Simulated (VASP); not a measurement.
**Ir3C: single point with LDA**

System: Ir3C, a slab with vacuum.

```
Ir C
1.0
     2.69465    0.00000    0.00000
    -1.34733    2.33364    0.00000
     0.00000    0.00000   21.27695
Ir C
3 1
Direct
  0.66667 0.33333 0.18800
  0.33333 0.66667 0.28850
  0.00000 0.00000 0.38901
  0.88889 0.11111 0.51732
```

- Program: VASP 6.6.1
- Task: single point
- Functional: LDA
- Potentials or basis: VASP PAW LDA potentials, release 64 (Ir, C)
- Cutoff: 520 eV
- k mesh: 12 × 12 × 1
- Occupations: gaussian, width 0.1 eV
- Spin: collinear spin
- Starting moments: [0.0, 0.0, 0.0, 2.0] μB

```yaml
Largest_force: 1.902 eV/Å
Net_moment: 0.00 μB per cell
Valence_electrons_inside_the_program's_atomic_spheres: Ir 8.28, 8.53, 8.27; C 1.91
```

Forces in eV/Å, atoms in the order of the input:
```
Ir   0.054 -0.031 -0.360
Ir   0.043 -0.025  0.376
Ir  -0.311  0.180  1.868
C    0.215 -0.124 -1.884
```

Levels at points of the mesh, in eV from the Fermi level:
Spin up:
| k point | band 13 | band 14 | band 15 | band 16 | band 17 | band 18 |
| --- | --- | --- | --- | --- | --- | --- |
| (0.00, 0.00, 0.00) | -2.28 | -1.17 | -1.17 | -0.38 | -0.35 | -0.32 |
| (0.50, 0.00, 0.00) | -0.06 | 0.59 | 0.95 | 1.13 | 1.47 | 1.59 |
| (0.50, 0.50, 0.00) | 0.04 | 0.59 | 0.82 | 0.95 | 1.59 | 1.70 |
Spin down:
```csv
k point,band 12,band 13,band 14,band 15,band 16,band 17,band 18,band 19
"(0.00, 0.00, 0.00)",-3.03,-2.28,-1.17,-1.17,-0.38,-0.35,-0.32,0.80
"(0.50, 0.00, 0.00)",-1.05,-0.06,0.59,0.95,1.13,1.47,1.59,1.71
"(0.50, 0.50, 0.00)",-1.20,0.04,0.59,0.82,0.95,1.59,1.70,1.95
```

It took 5 min on 1 thread of AMD EPYC 9R45 96-Core Processor (Zen 5), on a shared host, peak memory 0.34 GiB.

Caveat: spin-orbit coupling is left out, which moves the levels of the heavy elements.
